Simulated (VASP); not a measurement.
A run of VASP 6.6.1:

The input INCAR:

```
PREC     = Accurate       # precision mode
ENCUT    = 500            # plane-wave cutoff, eV
EDIFF    = 1E-6           # SCF threshold, eV
ISMEAR   = 0              # smearing method
SIGMA    = 0.2            # smearing width, eV
LREAL    = F              # projectors in reciprocal space
LASPH    = T              # aspherical terms in the spheres
NELM     = 120            # most SCF steps
ALGO     = Normal         # electronic algorithm
ISIF     = 2              # what is computed and relaxed
LWAVE    = F              # write WAVECAR
LCHARG   = T              # write CHGCAR
GGA      = PE             # functional
LELF     = T              # ELF
LVHAR    = T            
NBANDS   = 33             # bands
GGA_COMPAT= F
```

The input KPOINTS:

```
regular mesh
0
Gamma
  5 5 3
```

Contents of POSCAR:

```
Ti3AlB3
1.0
    4.8837601824     -0.0000000034      0.0000000000
   -2.4418800883      4.2294603857      0.0000000000
    0.0000000000      0.0000000000      4.4425283211
Ti Al B
3 1 3
Direct
    0.5000000000      0.0000000000      0.5000000000
    0.0000000000      0.5000000000      0.5000000000
    0.5000000000      0.5000000000      0.5000000000
    0.0000000000      0.0000000000      0.0000000000
    0.5000000000      0.0000000000      0.0000000000
    0.0000000000      0.5000000000      0.0000000000
    0.5000000000      0.5000000000      0.0000000000
```

Potentials or basis: VASP PAW PBE potentials, release 64 (Ti_sv, Al, B).

Launch:

```console
$ cat potpaw_PBE.64/Ti_sv/POTCAR potpaw_PBE.64/Al/POTCAR potpaw_PBE.64/B/POTCAR > POTCAR
$ mpirun -np 1 vasp_std > vasp.out
```

Hardware: 1 thread of Intel(R) Xeon(R) Platinum 8375C CPU @ 2.90GHz (Ice Lake), on a shared host.

Task: Estimate the wall time of this run.

Result: It took 30 s on 1 thread of Intel(R) Xeon(R) Platinum 8375C CPU @ 2.90GHz (Ice Lake) (shared host), peak memory 0.2 GiB. Counts: scf iterations 14, k points 10.
